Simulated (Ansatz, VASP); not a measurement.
# One calculation of BeTe, two programs

Contents of POSCAR:

```
BeTe
1.0
    3.3650594837      0.0000000000      0.0000000000
    0.0000000000      3.3650594837      0.0000000000
    0.0000000000      0.0000000000      3.3650594837
Be Te
1 1
Direct
    0.0000000000      0.0000000000      0.0000000000
    0.5000000000      0.5000000000      0.5000000000
```

File INCAR.step1:

```
SYSTEM = BeTe
  PREC = Accurate
  ENCUT = 520
  EDIFF = 1E-5
  ISMEAR = -1
  SIGMA = 0.02
  LREAL = .FALSE.
  LASPH = .TRUE.
  NELM = 80
  ALGO = Normal
  ISIF = 2
  LWAVE = .TRUE.
  LCHARG = .FALSE.
  NBANDS = 11
  GGA = PE
```

INCAR.step2

```
SYSTEM = BeTe
  PREC = Accurate
  ENCUT = 520
  EDIFF = 1E-6
  ISMEAR = -1
  SIGMA = 0.02
  LREAL = .FALSE.
  LASPH = .TRUE.
  NELM = 80
  ALGO = Normal
  ISIF = 2
  LWAVE = .FALSE.
  LCHARG = .FALSE.
  GGA = PE
  LHFCALC = .TRUE.
  AEXX = 0.05
  HFSCREEN = 0.5
  PRECFOCK = Normal
  NBANDS = 11
  ISTART = 1
```

The input KPOINTS:

```
Automatic mesh
0
G
  4 4 4
  0 0 0
```

Input for Ansatz:

```yaml
crystal:
  lattice:
    - [3.3650594837, 0.0, 0.0]
    - [0.0, 3.3650594837, 0.0]
    - [0.0, 0.0, 3.3650594837]
  atoms:
    - { symbol: Be, position: [0.0, 0.0, 0.0] }
    - { symbol: Te, position: [0.5, 0.5, 0.5] }
kpoints:
  mp_grid: { grid: [4, 4, 4] }
hamiltonian:
  xc: { exchange: pbe, correlation: pbe, exx: { coeff: 0.05, omega: 0.5 } }
scf:
  occupations: { method: fermi_dirac, width: 0.02 }
  n_extra_bands: 4
output:
  forces: true
  stress: true
  eigenvalues: true
```

Alike in both runs: task single point; functional PBE-based screened hybrid; k mesh 4 × 4 × 4; occupations fermi-dirac, width 0.02 eV; no spin polarisation.

```csv
,VASP,Ansatz
version,VASP 6.6.1,Ansatz 0.2.0
potentials or method,"VASP PAW PBE potentials, release 64 (Be, Te)",plane waves
plane-wave cutoff (eV),520,420
valence electrons in the cell,8,18
```

|  | VASP | Ansatz | Ansatz less VASP |
| --- | --- | --- | --- |
| pressure (GPa) | -1.4 | -1.4 | +0.06 |

VASP's potentials were made for PBE, not for PBE-based screened hybrid. VASP's potentials hold 8 valence electrons a cell and Ansatz's 18, so a difference there can come from the potentials and not from the codes. Ansatz's warnings: filled band counts differ across k points, stress exchange threshold loose, stress scf threshold loose.

The k mesh is coarse, so the values compare programs but aren't converged. Spin-orbit coupling is off throughout.
